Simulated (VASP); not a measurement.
# Pt (I4/mmm) in VASP: further runs

Runs on Pt. Level: r2SCAN. Tasks: single point.

Everything below comes from runs of VASP 6.6.1. Logs are shortened: lines on timing, memory, paths and dates and some standing lists are left out, and cuts for length are marked.

## (1) The cell of the first run

The structure is tetragonal, space group I4/mmm (No. 139). The conventional cell has a = 3.196 Å, b = 3.196 Å, c = 2.938 Å, α = 90.00°, β = 90.00°, γ = 90.00°. Pt (site symmetry 4/mmm) has 14 Pt at 2.70 to 3.20 Å within 3.6 Å.

## (2) Single point, r2SCAN

File POSCAR:

```
Pt
1.0
    0.0000000000      2.2602304467      1.4691497903
    2.2602304467      0.0000000000      1.4691497903
    2.2602304467      2.2602304467      0.0000000000
Pt
1
Direct
    0.0000000000      0.0000000000      0.0000000000
```

File INCAR.step1:

```
PREC     = Accurate       # precision mode
ENCUT    = 520            # plane-wave cutoff, eV
ISMEAR   = 0              # smearing method
SIGMA    = 0.15           # smearing width, eV
LREAL    = False          # projectors in reciprocal space
LASPH    = True           # aspherical terms in the spheres
NELM     = 80             # most SCF steps
NBANDS   = 11             # bands
GGA      = PE             # functional
ALGO     = Normal         # electronic algorithm
EDIFF    = 1E-4           # SCF threshold, eV
LWAVE    = True           # write WAVECAR
LCHARG   = False          # write CHGCAR
```

File INCAR.step2:

```
PREC     = Accurate       # precision mode
ENCUT    = 520            # plane-wave cutoff, eV
EDIFF    = 1E-7           # SCF threshold, eV
ISMEAR   = 0              # smearing method
SIGMA    = 0.15           # smearing width, eV
LREAL    = False          # projectors in reciprocal space
LASPH    = True           # aspherical terms in the spheres
NELM     = 80             # most SCF steps
ALGO     = Normal         # electronic algorithm
ISIF     = 2              # what is computed and relaxed
LWAVE    = False          # write WAVECAR
LCHARG   = True           # write CHGCAR
METAGGA  = R2SCAN         # meta-GGA
LMIXTAU  = True         
LELF     = True           # ELF
LVHAR    = True         
NBANDS   = 11             # bands
ISTART   = 1
```

File KPOINTS:

```
regular mesh
0
Gamma
  24 24 24
```

Potentials or basis: VASP PAW PBE potentials, release 64 (Pt).

Run with:

```sh
$ cat potpaw_PBE.64/Pt/POTCAR > POTCAR
$ cp INCAR.step1 INCAR
$ mpirun -np 1 vasp_std > vasp.out
$ cp INCAR.step2 INCAR
$ mpirun -np 1 vasp_std > vasp.out
```

OUTCAR:

```text
PREC = Accurate
   ENCUT = 520
   EDIFF = 1E-7
   ISMEAR = 0
   LREAL = False
   LASPH = True
   NELM = 80
   ISIF = 2
   METAGGA = R2SCAN
   ISTART = 1

 ion  position               nearest neighbor table
   1  0.000  0.000  0.000-

  LATTYP: Found a body centered tetragonal cell.
 ALAT       =     3.1964485518
 C/A-ratio  =     0.9192388155

  Lattice vectors:

 A1 = (   0.0000000000,  -2.2602304467,  -1.4691497903)
 A2 = (   0.0000000000,   2.2602304467,  -1.4691497903)
 A3 = (   2.2602304467,   0.0000000000,   1.4691497903)

Analysis of symmetry for initial positions (statically):
=====================================================================
 Subroutine PRICEL returns:
 Original cell was already a primitive cell.

 Routine SETGRP: Setting up the symmetry group for a
 body centered tetragonal supercell.

 Subroutine GETGRP returns: Found 16 space group operations
 (whereof 16 operations were pure point group operations)
 out of a pool of 16 trial point group operations.

The static configuration has the point symmetry D_4h.

Analysis of symmetry for dynamics (positions and initial velocities):
=====================================================================
 Subroutine PRICEL returns:
 Original cell was already a primitive cell.

 Routine SETGRP: Setting up the symmetry group for a
 body centered tetragonal supercell.

 Subroutine GETGRP returns: Found 16 space group operations
 (whereof 16 operations were pure point group operations)
 out of a pool of 16 trial point group operations.

The dynamic configuration has the point symmetry D_4h.

 Subroutine INISYM returns: Found 16 space group operations
 (whereof 16 operations are pure point group operations),
 and found     1 'primitive' translations

----------------------------------------------------------------------------------------

                                     Primitive cell

  volume of cell :      15.0107

  direct lattice vectors                    reciprocal lattice vectors
     0.000000000  2.260230447  1.469149790    -0.221216381  0.221216381  0.340332894
     2.260230447  0.000000000  1.469149790     0.221216381 -0.221216381  0.340332894
     2.260230447  2.260230447  0.000000000     0.221216381  0.221216381 -0.340332894

  length of vectors
     2.695745310  2.695745310  3.196448552     0.462276815  0.462276815  0.462276815

  position of ions in fractional coordinates (direct lattice)
     0.000000000  0.000000000  0.000000000

  ion indices of the primitive-cell ions
   primitive index   ion index
                 1           1

----------------------------------------------------------------------------------------

 KPOINTS: regular mesh

Automatic generation of k-mesh.
 Grid dimensions read from file:
 generate k-points for:   24   24   24

 Generating k-lattice:

  Cartesian coordinates                     Fractional coordinates (reciprocal lattice)
    -0.009217349  0.009217349  0.014180537     0.041666667  0.000000000  0.000000000
     0.009217349 -0.009217349  0.014180537     0.000000000  0.041666667  0.000000000
     0.009217349  0.009217349 -0.014180537    -0.000000000 -0.000000000  0.041666667

  Length of vectors
     0.019261534  0.019261534  0.019261534

  Shift w.r.t. Gamma in fractional coordinates (k-lattice)
     0.000000000  0.000000000  0.000000000

 Subroutine IBZKPT returns following result:
 ===========================================

 Found   1063 irreducible k-points:

 Following reciprocal coordinates:
            Coordinates               Weight
  0.000000  0.000000  0.000000      1.000000
  0.041667  0.000000  0.000000      8.000000
  0.083333  0.000000  0.000000      8.000000
  0.125000  0.000000  0.000000      8.000000
  0.166667  0.000000  0.000000      8.000000
  0.208333  0.000000  0.000000      8.000000
[... 16 lines left out ...]
  0.416667  0.041667  0.000000      8.000000
  0.458333  0.041667  0.000000      8.000000
 [... further k-points ...]
   k-points           NKPTS =   1063   k-points in BZ     NKDIM =   1063   number of bands    NBANDS=     11
   number of dos      NEDOS =    301   number of ions     NIONS =      1
   total plane-waves  NPLWV =   9600
   dimension x,y,z NGX =    20 NGY =   20 NGZ =   24
   dimension x,y,z NGXF=    40 NGYF=   40 NGZF=   48
   ions per type =               1
   NGX,Y,Z   is equivalent  to a cutoff of  12.33, 12.33, 12.48 a.u.
   NGXF,Y,Z  is equivalent  to a cutoff of  24.67, 24.67, 24.96 a.u.
 SYSTEM =  unknown system
   PREC   = accura    normal or accurate (medium, high low for compatibility)
   ISTART =      1    job   : 0-new  1-cont  2-samecut
   ICHARG =      0    charge: 1-file 2-atom 10-const
   ISPIN  =      1    spin polarized calculation?
   LNONCOLLINEAR =      F non collinear calculations
   LSORBIT =      F    spin-orbit coupling
   LASPH  =      T    aspherical Exc in radial PAW
   ENCUT  =  520.0 eV  38.22 Ry    6.18 a.u.   5.01  5.01  5.94*2*pi/ulx,y,z
   NELM   =     80;   NELMIN=  2; NELMDL=  0     # of ELM steps
   EDIFF  = 0.1E-06   stopping-criterion for ELM
   LREAL  =      F    real-space projection
   EDIFFG = 0.1E-05   stopping-criterion for IOM
   NSW    =      0    number of steps for IOM
   IBRION =     -1    ionic relax: 0-MD 1-quasi-New 2-CG
   NFREE  =      0    steps in history (QN), initial steepest desc. (CG)
   ISIF   =      2    stress and relaxation
   ISYM   =      2    0-nonsym 1-usesym 2-fastsym
   POTIM  = 0.5000    time-step for ionic-motion
   TEBEG  =    0.0;   TEEND  =   0.0 temperature during run
   PSTRESS=    0.0 pullay stress
   NELECT =      10.0000    total number of electrons
   NUPDOWN=      -1.0000    fix difference up-down
   EMIN   =  10.00;   EMAX   =-10.00  energy-range for DOS
   EFERMI =   0.00;   METHOD = LEGACY
   ISMEAR =     0;   SIGMA  =   0.15  broadening in eV -4-tet -1-fermi 0-gaus
   EFERMI_NEDOS =   21; number of points for ismear=-14 and -15
   IALGO  =     38    algorithm
   IMIX   =      4    mixing-type and parameters
     AMIX     =   0.40;   BMIX     =  1.00
     AMIX_MAG =   1.60;   BMIX_MAG =  1.00
  volume/ion in A,a.u.               =      15.01       101.30
  Fermi-wavevector in a.u.,A,eV,Ry     =   1.429797  2.701924 27.814648  2.044319
  Thomas-Fermi vector in A             =   2.549712
   LORBIT       =      0    0 simple, 1 ext, 2 COOP (PROOUT), +10 PAW based schemes
   METAGGA = R2SCAN    functional components
   LHFCALC =     F    Hartree Fock is set to
   AEXX    =    0.0000 exact exchange contribution
   IVDW    =     0    specifies the selected vdW correction
   LEPSILON=     F    determine dielectric tensor
   LRPA    =     F    only Hartree local field effects (RPA)
 non-spin polarized calculation
 Gauss-broadening in eV      SIGMA  =   0.15
  energy-cutoff  :      520.00
  volume of cell :       15.01
 maximum number of plane-waves:       420
   NGX =  9   NGY =  9   NGZ = 11

 number of electron      10.0000001 magnetization

 Free energy of the ion-electron system (eV)
  ---------------------------------------------------
  ext. energy  EPLUGINS =         0.00000000
  ---------------------------------------------------
  free energy    TOTEN  =       -51.42042911 eV

  energy without entropy =      -51.40776335  energy(sigma->0) =      -51.41409623

 E-fermi :  10.9434     XC(G=0): -14.6430

 val. band max:       10.9417358585   @ k =  -0.3750   0.3333   0.1250
 cond. band min:      10.9451240088   @ k =   0.4583   0.1667   0.1250
 fundamental gap:      0.0033881503
 Fermi energy:        10.9433825369

 k-point     1 :       0.0000    0.0000    0.0000
  band No.  band energies     occupation
      1       0.5885      2.00000
      2       6.4935      2.00000
      3       7.3107      2.00000
      4       7.3107      2.00000
      5       9.0666      2.00000
      6      10.1252      2.00000
      7      28.3783      0.00000
      8      28.3783      0.00000
      9      30.3132      0.00000
     10      39.2894      0.00000
     11      39.2895      0.00000

 k-point     2 :       0.0417    0.0000    0.0000
  band No.  band energies     occupation
      1       0.6692      2.00000
      2       6.5129      2.00000
      3       7.3040      2.00000
      4       7.3190      2.00000
      5       9.0723      2.00000
      6      10.0882      2.00000
      7      28.4659      0.00000
      8      28.5007      0.00000
      9      30.3180      0.00000
     10      38.0325      0.00000
     11      39.1369      0.00000

 k-point     3 :       0.0833    0.0000    0.0000
  band No.  band energies     occupation
      1       0.9075      2.00000
      2       6.5361      2.00000
      3       7.2791      2.00000
      4       7.3817      2.00000
      5       9.0931      2.00000
      6       9.9908      2.00000
      7      28.6991      0.00000
      8      28.8622      0.00000
      9      30.2849      0.00000
     10      36.6754      0.00000
     11      38.6545      0.00000

 k-point     4 :       0.1250    0.0000    0.0000
  band No.  band energies     occupation
      1       1.2910      2.00000
      2       6.4881      2.00000
      3       7.2268      2.00000
      4       7.5798      2.00000
      5       9.1400      2.00000
      6       9.8674      2.00000
      7      28.9782      0.00000
      8      29.4464      0.00000
      9      30.0722      0.00000
     10      35.6666      0.00000
     11      37.6317      0.00000

 k-point     5 :       0.1667    0.0000    0.0000
  band No.  band energies     occupation
      1       1.7946      2.00000
      2       6.3493      2.00000
      3       7.1503      2.00000
      4       7.9405      2.00000
      5       9.2251      2.00000
      6       9.7565      2.00000
      7      29.0760      0.00000
      8      29.5328      0.00000
      9      30.2271      0.00000
     10      35.1632      0.00000
     11      36.2546      0.00000
[... 211 lines left out ...]
 k-point    21 :       0.3333    0.0417    0.0000
  band No.  band energies     occupation
      1       3.7046      2.00000
      2       5.5722      2.00000
      3       7.9439      2.00000
      4       9.4359      2.00000
      5      10.3085      2.00000
      6      10.3878      2.00000
      7      23.4063      0.00000
      8      26.3971      0.00000
      9      30.4020      0.00000
     10      35.0161      0.00000
     11      35.4306      0.00000

 k-point    22 :       0.3750    0.0417    0.0000
  band No.  band energies     occupation
      1       3.7604      2.00000
      2       5.4108      2.00000
      3       8.5425      2.00000
      4       9.7294      2.00000
      5      10.6254      1.99729
      6      10.9705      0.79823
      7      21.5692      0.00000
      8      25.7140      0.00000
      9      29.1014      0.00000
     10      35.7459      0.00000
     11      36.0997      0.00000

 k-point    23 :       0.4167    0.0417    0.0000
  band No.  band energies     occupation
      1       3.7375      2.00000
      2       5.2922      2.00000
      3       8.9395      2.00000
      4      10.0870      2.00000
      5      11.0647      0.25267
      6      11.5368      0.00000
      7      19.9249      0.00000
      8      25.2086      0.00000
      9      28.0618      0.00000
     10      36.0297      0.00000
     11      36.9917      0.00000

 k-point    24 :       0.4583    0.0417    0.0000
  band No.  band energies     occupation
      1       3.7021      2.00000
      2       5.2217      2.00000
      3       9.1604      2.00000
      4      10.1857      2.00000
      5      11.7195      0.00000
      6      11.9294      0.00000
      7      18.6967      0.00000
      8      24.9076      0.00000
      9      27.3760      0.00000
     10      36.2888      0.00000
     11      37.0637      0.00000

 [... further k-points ...]

------------------------ aborting loop because EDIFF is reached ----------------------------------------

  FORCE on cell =-STRESS in cart. coord.  units (eV):
  Direction    XX          YY          ZZ          XY          YZ          ZX
  --------------------------------------------------------------------------------------
  -------------------------------------------------------------------------------------
  Total        1.1304352      1.1304352      0.2993959      0.0000000      0.0000000     -0.0000000
  in kB      120.6576152    120.6576152     31.9561814      0.0000000      0.0000000     -0.0000000
  external PRESSURE =      91.0904706 kB  Pullay stress =       0.0000000 kB

 VOLUME and BASIS-vectors are now :
 -----------------------------------------------------------------------------
  energy-cutoff  :      520.00
  volume of cell :       15.01
      direct lattice vectors                 reciprocal lattice vectors
     0.000000000  2.260230447  1.469149790    -0.221216381  0.221216381  0.340332894
     2.260230447  0.000000000  1.469149790     0.221216381 -0.221216381  0.340332894
     2.260230447  2.260230447  0.000000000     0.221216381  0.221216381 -0.340332894

 POSITION                                       TOTAL-FORCE (eV/Angst)
 -----------------------------------------------------------------------------------
      0.00000      0.00000      0.00000         0.000000     -0.000000     -0.000000
 -----------------------------------------------------------------------------------
    total drift:                                0.000000     -0.000000      0.000000

  FREE ENERGIE OF THE ION-ELECTRON SYSTEM (eV)
  ---------------------------------------------------
  free  energy   TOTEN  =       -51.4204291095 eV

  energy  without entropy=      -51.4077633527  energy(sigma->0) =      -51.41409623
```

Wall time 18 min (1 thread of Intel Xeon 8259CL, shared host); peak memory 0.29 GiB.

Results:

```yaml
Free_energy: -51.4204 eV
Pressure: 9.1 GPa
Band_gap_on_the_k_mesh: zero (bands 5 and 6 overlap by 2.50 eV)
```

Caveat: the cell stands under pressure; the PAW data sets were made with another functional, which shifts forces and pressure a little; spin-orbit coupling is left out, which moves the levels of the heavy elements.

## (3) Single point, r2SCAN

This run uses another cell than the first one, of the same volume but with other edges.

File POSCAR:

```
Pt
1.0
    0.0000000000      1.7103831919      2.5655747879
    1.7103831919      0.0000000000      2.5655747879
    1.7103831919      1.7103831919      0.0000000000
Pt
1
Direct
    0.0000000000      0.0000000000      0.0000000000
```

File INCAR.step1:

```
SYSTEM = Pt
ALGO = Normal ; EDIFF = 1E-4
ENCUT = 520 ; GGA = PE
ISMEAR = 0 ; LASPH = .True.
LCHARG = .False. ; LREAL = .False.
LWAVE = .True. ; NBANDS = 11
NELM = 100 ; PREC = Accurate
SIGMA = 0.15
```

File INCAR.step2:

```
SYSTEM = Pt
ALGO = Normal ; EDIFF = 1E-6
ENCUT = 520 ; ISIF = 2
ISMEAR = 0 ; ISTART = 1
LASPH = .True. ; LCHARG = .False.
LMIXTAU = .True. ; LREAL = .False.
LWAVE = .False. ; METAGGA = R2SCAN
NBANDS = 11 ; NELM = 100
PREC = Accurate ; SIGMA = 0.15
```

File KPOINTS:

```
k-points
0
Gamma
  24 24 24
  0 0 0
```

Potentials or basis: VASP PAW PBE potentials, release 64 (Pt).

Run with:

```sh
$ cat potpaw_PBE.64/Pt/POTCAR > POTCAR
$ cp INCAR.step1 INCAR
$ mpirun -np 1 vasp_std > vasp.out
$ cp INCAR.step2 INCAR
$ mpirun -np 1 vasp_std > vasp.out
```

Wall time 10 min (1 thread of Intel Xeon 8259CL, shared host); peak memory 0.29 GiB.

It converged, with:

| Quantity | Value |
| --- | --- |
| Free energy | -50.5910 eV |
| Pressure | 42.2 GPa |
| Band gap on the k mesh | zero (bands 5 and 6 overlap by 5.54 eV) |

Stress tensor (GPa, compression positive):
```
 70.61   0.00   0.00
  0.00  70.61   0.00
  0.00   0.00 -14.70
```

Levels at points of the mesh, in eV from the Fermi level:
| k point | band 2 | band 3 | band 4 | band 5 | band 6 | band 7 | band 8 | band 9 |
| --- | --- | --- | --- | --- | --- | --- | --- | --- |
| (0.00, 0.00, 0.00) | -7.26 | -5.16 | -1.37 | -1.37 | 0.90 | 14.11 | 18.09 | 23.87 |
| (0.50, 0.00, 0.00) | -6.11 | -2.31 | -0.28 | 0.05 | 0.38 | 8.08 | 11.59 | 21.61 |
| (0.50, 0.50, 0.00) | -7.82 | -1.57 | 0.31 | 0.31 | 1.10 | 3.15 | 18.05 | 18.05 |
| (0.50, 0.00, 0.50) | -5.98 | -2.48 | -0.76 | 3.51 | 5.59 | 10.59 | 12.08 | 14.42 |

Caveat: the cell stands under pressure; the PAW data sets were made with another functional, which shifts forces and pressure a little; spin-orbit coupling is left out, which moves the levels of the heavy elements.
